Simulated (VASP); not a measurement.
# Be3Te2O in VASP: a series of runs

Be3Te2O is run at these levels: PBE; tasks: single point.

Everything below comes from runs of VASP 6.6.1. Logs are shortened: lines on timing, memory, paths and dates and some standing lists are left out, and cuts for length are marked.

## Step 1: The cell of the first run

It takes space group P-3m1 (No. 164, trigonal). Conventional cell: a = 4.982 Å, b = 4.982 Å, c = 4.846 Å, α = 90.00°, β = 90.00°, γ = 120.00°. Within 3.3 Å of Be (site symmetry 2/m) lie 4 Be at 2.49 Å and 2 O at 2.49 Å and 4 Te at 2.75 to 2.89 Å. Within 3.9 Å of Te (site symmetry 3m) lie 6 Be at 2.75 to 2.89 Å and 3 Te at 2.88 Å and 6 O at 3.71 to 3.81 Å. O (site symmetry -3m) has 6 Be at 2.49 Å within 3.3 Å.

The cell was generated, and may not be a known phase.

## Step 2: Single point, PBE

The input, INCAR:

```
SYSTEM = Be3Te2O
PREC = Accurate ; ENCUT = 600
EDIFF = 1E-6 ; ISMEAR = 0
SIGMA = 0.15 ; LREAL = .False.
LASPH = .True. ; NELM = 120
ALGO = Normal ; ISIF = 2
LWAVE = .False. ; LCHARG = .False.
GGA = PE ; NBANDS = 21
GGA_COMPAT = .False.
```

The input, KPOINTS:

```
Automatic mesh
0
Gamma
  3 3 2
  0 0 0
```

The input, POSCAR:

```
Be3Te2O
1.0
    4.9820540195      0.0000000000      0.0000000000
   -2.4910270098      4.3145853439      0.0000000000
    0.0000000000      0.0000000000      4.8462685897
Be Te O
3 2 1
Direct
    0.5000000000      0.0000000000      0.5000000000
    0.0000000000      0.5000000000      0.5000000000
    0.5000000000      0.5000000000      0.5000000000
    0.3333333333      0.6666666667      0.9838627299
    0.6666666667      0.3333333333      0.0161372701
    0.0000000000      0.0000000000      0.5000000000
```

Potentials or basis: VASP PAW PBE potentials, release 64 (Be, Te, O).

On the command line:

```console
> cat potpaw_PBE.64/Be/POTCAR potpaw_PBE.64/Te/POTCAR potpaw_PBE.64/O/POTCAR > POTCAR
> mpirun -np 1 vasp_std > vasp.out
```

OUTCAR:

```text
SYSTEM = Be3Te2O
   PREC = Accurate
   ENCUT = 600
   EDIFF = 1E-6
   ISMEAR = 0
   LREAL = .False.
   LASPH = .True.
   NELM = 120
   ISIF = 2
   GGA = PE

 ion  position               nearest neighbor table
   1  0.500  0.000  0.500-   4 2.75   5 2.75   5 2.89   4 2.89
   2  0.000  0.500  0.500-   4 2.75   5 2.75   5 2.89   4 2.89
   3  0.500  0.500  0.500-   4 2.75   5 2.75   5 2.89   4 2.89
   4  0.333  0.667  0.984-   2 2.75   1 2.75   3 2.75   5 2.88   5 2.88   5 2.88   2 2.89   1 2.89
                             3 2.89
   5  0.667  0.333  0.016-   2 2.75   1 2.75   3 2.75   4 2.88   4 2.88   4 2.88   2 2.89   1 2.89
                             3 2.89
   6  0.000  0.000  0.500-

  LATTYP: Found a hexagonal cell.
 ALAT       =     4.9820540195
 C/A-ratio  =     0.9727450908

  Lattice vectors:

 A1 = (   4.9820540195,   0.0000000000,   0.0000000000)
 A2 = (  -2.4910270098,   4.3145853439,   0.0000000000)
 A3 = (   0.0000000000,   0.0000000000,   4.8462685897)

Analysis of symmetry for initial positions (statically):
=====================================================================
 Subroutine PRICEL returns:
 Original cell was already a primitive cell.

 Routine SETGRP: Setting up the symmetry group for a
 hexagonal supercell.

 Subroutine GETGRP returns: Found 12 space group operations
 (whereof 12 operations were pure point group operations)
 out of a pool of 24 trial point group operations.

The static configuration has the point symmetry D_3d.

Analysis of symmetry for dynamics (positions and initial velocities):
=====================================================================
 Subroutine PRICEL returns:
 Original cell was already a primitive cell.

 Routine SETGRP: Setting up the symmetry group for a
 hexagonal supercell.

 Subroutine GETGRP returns: Found 12 space group operations
 (whereof 12 operations were pure point group operations)
 out of a pool of 24 trial point group operations.

The dynamic configuration has the point symmetry D_3d.

 Subroutine INISYM returns: Found 12 space group operations
 (whereof 12 operations are pure point group operations),
 and found     1 'primitive' translations

----------------------------------------------------------------------------------------

                                     Primitive cell

  volume of cell :     104.1730

  direct lattice vectors                    reciprocal lattice vectors
     4.982054019  0.000000000  0.000000000     0.200720425  0.115885991  0.000000000
    -2.491027010  4.314585344  0.000000000     0.000000000  0.231771983  0.000000000
     0.000000000  0.000000000  4.846268590     0.000000000  0.000000000  0.206344321

  length of vectors
     4.982054019  4.982054020  4.846268590     0.231771983  0.231771983  0.206344321

  position of ions in fractional coordinates (direct lattice)
     0.500000000  0.000000000  0.500000000
     0.000000000  0.500000000  0.500000000
     0.500000000  0.500000000  0.500000000
     0.333333333  0.666666667  0.983862730
     0.666666667  0.333333333  0.016137270
     0.000000000  0.000000000  0.500000000

  ion indices of the primitive-cell ions
   primitive index   ion index
                 1           1
                 2           2
                 3           3
                 4           4
                 5           5
                 6           6

----------------------------------------------------------------------------------------

 KPOINTS: Automatic mesh

Automatic generation of k-mesh.
 Grid dimensions read from file:
 generate k-points for:    3    3    2

 Generating k-lattice:

  Cartesian coordinates                     Fractional coordinates (reciprocal lattice)
     0.066906808  0.038628664  0.000000000     0.333333333  0.000000000  0.000000000
     0.000000000  0.077257328  0.000000000     0.000000000  0.333333333  0.000000000
     0.000000000  0.000000000  0.103172160     0.000000000  0.000000000  0.500000000

  Length of vectors
     0.077257328  0.077257328  0.103172160

  Shift w.r.t. Gamma in fractional coordinates (k-lattice)
     0.000000000  0.000000000  0.000000000

 Subroutine IBZKPT returns following result:
 ===========================================

 Found      6 irreducible k-points:

 Following reciprocal coordinates:
            Coordinates               Weight
  0.000000  0.000000  0.000000      1.000000
  0.333333  0.000000  0.000000      6.000000
  0.333333  0.333333  0.000000      2.000000
  0.000000  0.000000  0.500000      1.000000
  0.333333  0.000000  0.500000      6.000000
  0.333333  0.333333  0.500000      2.000000
   k-points           NKPTS =      6   k-points in BZ     NKDIM =      6   number of bands    NBANDS=     21
   number of dos      NEDOS =    301   number of ions     NIONS =      6
   total plane-waves  NPLWV =  64000
   dimension x,y,z NGX =    40 NGY =   40 NGZ =   40
   dimension x,y,z NGXF=    80 NGYF=   80 NGZF=   80
   ions per type =               3   2   1
   NGX,Y,Z   is equivalent  to a cutoff of  13.35, 13.35, 13.72 a.u.
   NGXF,Y,Z  is equivalent  to a cutoff of  26.70, 26.70, 27.44 a.u.
 SYSTEM =  Be3Te2O
   PREC   = accura    normal or accurate (medium, high low for compatibility)
   ISTART =      0    job   : 0-new  1-cont  2-samecut
   ICHARG =      2    charge: 1-file 2-atom 10-const
   ISPIN  =      1    spin polarized calculation?
   LNONCOLLINEAR =      F non collinear calculations
   LSORBIT =      F    spin-orbit coupling
   LASPH  =      T    aspherical Exc in radial PAW
   ENCUT  =  600.0 eV  44.10 Ry    6.64 a.u.   9.95  9.95  9.68*2*pi/ulx,y,z
   NELM   =    120;   NELMIN=  2; NELMDL= -5     # of ELM steps
   EDIFF  = 0.1E-05   stopping-criterion for ELM
   LREAL  =      F    real-space projection
   EDIFFG = 0.1E-04   stopping-criterion for IOM
   NSW    =      0    number of steps for IOM
   IBRION =     -1    ionic relax: 0-MD 1-quasi-New 2-CG
   NFREE  =      0    steps in history (QN), initial steepest desc. (CG)
   ISIF   =      2    stress and relaxation
   ISYM   =      2    0-nonsym 1-usesym 2-fastsym
   POTIM  = 0.5000    time-step for ionic-motion
   TEBEG  =    0.0;   TEEND  =   0.0 temperature during run
   PSTRESS=    0.0 pullay stress
   NELECT =      24.0000    total number of electrons
   NUPDOWN=      -1.0000    fix difference up-down
   EMIN   =  10.00;   EMAX   =-10.00  energy-range for DOS
   EFERMI =   0.00;   METHOD = LEGACY
   ISMEAR =     0;   SIGMA  =   0.15  broadening in eV -4-tet -1-fermi 0-gaus
   EFERMI_NEDOS =   21; number of points for ismear=-14 and -15
   IALGO  =     38    algorithm
   IMIX   =      4    mixing-type and parameters
     AMIX     =   0.40;   BMIX     =  1.00
     AMIX_MAG =   1.60;   BMIX_MAG =  1.00
  volume/ion in A,a.u.               =      17.36       117.17
  Fermi-wavevector in a.u.,A,eV,Ry     =   1.003599  1.896527 13.703939  1.007211
  Thomas-Fermi vector in A             =   2.136161
   LORBIT       =      0    0 simple, 1 ext, 2 COOP (PROOUT), +10 PAW based schemes
   GGA     = PE    functional components
   LHFCALC =     F    Hartree Fock is set to
   AEXX    =    0.0000 exact exchange contribution
   IVDW    =     0    specifies the selected vdW correction
   LEPSILON=     F    determine dielectric tensor
   LRPA    =     F    only Hartree local field effects (RPA)
 non-spin polarized calculation
 Gauss-broadening in eV      SIGMA  =   0.15
  energy-cutoff  :      600.00
  volume of cell :      104.17
 maximum number of plane-waves:      3498
 NGX is ok and might be reduce to    40
   NGX = 19   NGY = 19   NGZ = 19

 number of electron      24.0000000 magnetization

 Free energy of the ion-electron system (eV)
  ---------------------------------------------------
  ext. energy  EPLUGINS =         0.00000000
  ---------------------------------------------------
  free energy    TOTEN  =       -19.34608527 eV

  energy without entropy =      -19.31938608  energy(sigma->0) =      -19.33273568

 E-fermi :   6.3154     XC(G=0):  -9.5839

 val. band max:        5.8747928462   @ k =   0.0000   0.0000   0.0000
 cond. band min:       6.3631077689   @ k =   0.3333   0.0000   0.5000
 fundamental gap:      0.4883149226
 Fermi energy:         6.3154315497

 k-point     1 :       0.0000    0.0000    0.0000
  band No.  band energies     occupation
      1     -10.5210      2.00000
      2      -8.2223      2.00000
      3      -3.6517      2.00000
      4      -0.1075      2.00000
      5       0.6151      2.00000
      6       0.6151      2.00000
[... 13 lines left out ...]
     20      10.7855      0.00000
     21      11.2740      0.00000

 k-point     2 :       0.3333    0.0000    0.0000
  band No.  band energies     occupation
      1     -10.4689      2.00000
      2      -7.6829      2.00000
      3      -5.3322      2.00000
      4      -0.0947      2.00000
      5       0.4753      2.00000
      6       1.3784      2.00000
[... 13 lines left out ...]
     20      11.6362      0.00000
     21      12.1825      0.00000

 k-point     3 :       0.3333    0.3333    0.0000
  band No.  band energies     occupation
      1     -10.4468      2.00000
      2      -6.7119      2.00000
      3      -6.7119      2.00000
      4      -0.4577      2.00000
      5       1.5255      2.00000
      6       1.5255      2.00000
[... 13 lines left out ...]
     20      12.1382      0.00000
     21      12.1382      0.00000

 k-point     4 :       0.0000    0.0000    0.5000
  band No.  band energies     occupation
      1     -10.4617      2.00000
      2      -8.1988      2.00000
      3      -3.3539      2.00000
      4      -1.6608      2.00000
      5       0.7161      2.00000
      6       0.7161      2.00000
[... 13 lines left out ...]
     20      12.3326      0.00000
     21      12.3544      0.00000

 k-point     5 :       0.3333    0.0000    0.5000
  band No.  band energies     occupation
      1     -10.4458      2.00000
      2      -7.5523      2.00000
      3      -5.1090      2.00000
      4      -1.5934      2.00000
      5       0.2361      2.00000
      6       0.2845      2.00000
[... 13 lines left out ...]
     20      10.6932      0.00000
     21      12.0113      0.00000

 k-point     6 :       0.3333    0.3333    0.5000
  band No.  band energies     occupation
      1     -10.4379      2.00000
      2      -6.5065      2.00000
      3      -6.5065      2.00000
      4      -0.9715      2.00000
      5      -0.9715      2.00000
      6      -0.4486      2.00000
[... 13 lines left out ...]
     20      10.1188      0.00000
     21      11.3755      0.00000

------------------------ aborting loop because EDIFF is reached ----------------------------------------

  FORCE on cell =-STRESS in cart. coord.  units (eV):
  Direction    XX          YY          ZZ          XY          YZ          ZX
  --------------------------------------------------------------------------------------
  -------------------------------------------------------------------------------------
  Total       -0.0389994     -0.0389994     -0.2745927      0.0000000     -0.0000000     -0.0000000
  in kB       -0.5998100     -0.5998100     -4.2232280      0.0000000     -0.0000000     -0.0000000
  external PRESSURE =      -1.8076160 kB  Pullay stress =       0.0000000 kB

 VOLUME and BASIS-vectors are now :
 -----------------------------------------------------------------------------
  energy-cutoff  :      600.00
  volume of cell :      104.17
      direct lattice vectors                 reciprocal lattice vectors
     4.982054019  0.000000000  0.000000000     0.200720425  0.115885991  0.000000000
    -2.491027010  4.314585344  0.000000000     0.000000000  0.231771983  0.000000000
     0.000000000  0.000000000  4.846268590     0.000000000  0.000000000  0.206344321

 POSITION                                       TOTAL-FORCE (eV/Angst)
 -----------------------------------------------------------------------------------
      2.49103      0.00000      2.42313         0.000000      0.000000     -0.000000
     -1.24551      2.15729      2.42313        -0.000000      0.000000     -0.000000
      1.24551      2.15729      2.42313        -0.000000      0.000000     -0.000000
     -0.00000      2.87639      4.76806        -0.000000      0.000000      0.018784
      2.49103      1.43820      0.07821         0.000000     -0.000000     -0.018784
      0.00000      0.00000      2.42313        -0.000000      0.000000     -0.000000
 -----------------------------------------------------------------------------------
    total drift:                               -0.000000     -0.000000      0.000000

  FREE ENERGIE OF THE ION-ELECTRON SYSTEM (eV)
  ---------------------------------------------------
  free  energy   TOTEN  =       -19.3460852728 eV

  energy  without entropy=      -19.3193860797  energy(sigma->0) =      -19.33273568
```

Wall time 14 s (1 thread of Intel Xeon Platinum 8488C (Sapphire Rapids), shared host); peak memory 0.24 GiB.

Results:

```yaml
Free_energy: -19.3461 eV
Pressure: -0.2 GPa
Largest_force: 0.019 eV/Å
Band_gap_on_the_k_mesh: zero (bands 12 and 13 overlap by 1.26 eV)
```

Forces in eV/Å, atoms in the order of the input:
```
Be   0.000  0.000  0.000
Be   0.000  0.000  0.000
Be   0.000  0.000  0.000
Te   0.000  0.000  0.019
Te   0.000  0.000 -0.019
O    0.000  0.000  0.000
```

Caveat: the k points lie up to 0.65 Å⁻¹ apart, too coarse for converged energies and pressures of a metal; spin-orbit coupling is left out, which moves the levels of the heavy elements.

## Step 3: Single point, PBE

This run uses another cell than the first one, of 17.30 Å³/atom.

The input, INCAR:

```
SYSTEM = Be3Te2O
  PREC = Accurate
  ENCUT = 600
  EDIFF = 1E-6
  ISMEAR = 0
  SIGMA = 0.15
  LREAL = .FALSE.
  LASPH = .TRUE.
  NELM = 120
  ALGO = Normal
  ISIF = 2
  LWAVE = .FALSE.
  LCHARG = .FALSE.
  GGA = PE
  NBANDS = 21
  GGA_COMPAT = .FALSE.
```

The input, KPOINTS:

```
regular mesh
0
G
  3 3 3
  0 0 0
```

The input, POSCAR:

```
Be3Te2O
1.0
    5.1360016885     -0.0000000028      0.0000000000
   -2.5680008419      4.4479079376      0.0000000000
    0.0000000000      0.0000000000      4.5426929991
Be Te O
3 2 1
Direct
    0.5000000000      0.0000000000      0.5000000000
    0.0000000000      0.5000000000      0.5000000000
    0.5000000000      0.5000000000      0.5000000000
    0.3333333333      0.6666666667      0.0000000000
    0.6666666667      0.3333333333      0.0000000000
    0.0000000000      0.0000000000      0.5000000000
```

Potentials or basis: VASP PAW PBE potentials, release 64 (Be, Te, O).

On the command line:

```console
> cat potpaw_PBE.64/Be/POTCAR potpaw_PBE.64/Te/POTCAR potpaw_PBE.64/O/POTCAR > POTCAR
> mpirun -np 1 vasp_std > vasp.out
```

Wall time 17 s (1 thread of Intel Xeon Platinum 8488C (Sapphire Rapids), shared host); peak memory 0.24 GiB.

Results (log left out):

```yaml
Free_energy: -18.3968 eV
Pressure: 0.2 GPa
Band_gap_on_the_k_mesh: zero (bands 12 and 13 overlap by 1.14 eV)
```

Stress tensor (GPa, compression positive):
```
0.18 0.00 0.00
0.00 0.18 0.00
0.00 0.00 0.27
```

Levels at points of the mesh, in eV from the Fermi level:
```csv
k point,band 9,band 10,band 11,band 12,band 13,band 14,band 15,band 16
"(0.00, 0.00, 0.00)",-3.33,-1.67,-1.02,-1.00,-0.24,-0.24,1.64,1.64
```

Caveat: the k points lie up to 0.47 Å⁻¹ apart, too coarse for converged energies and pressures of a metal; spin-orbit coupling is left out, which moves the levels of the heavy elements.

(Part 1 of 2 ends here.)

The gap in the log of VASP goes by the Fermi energy; the results here count the filled bands.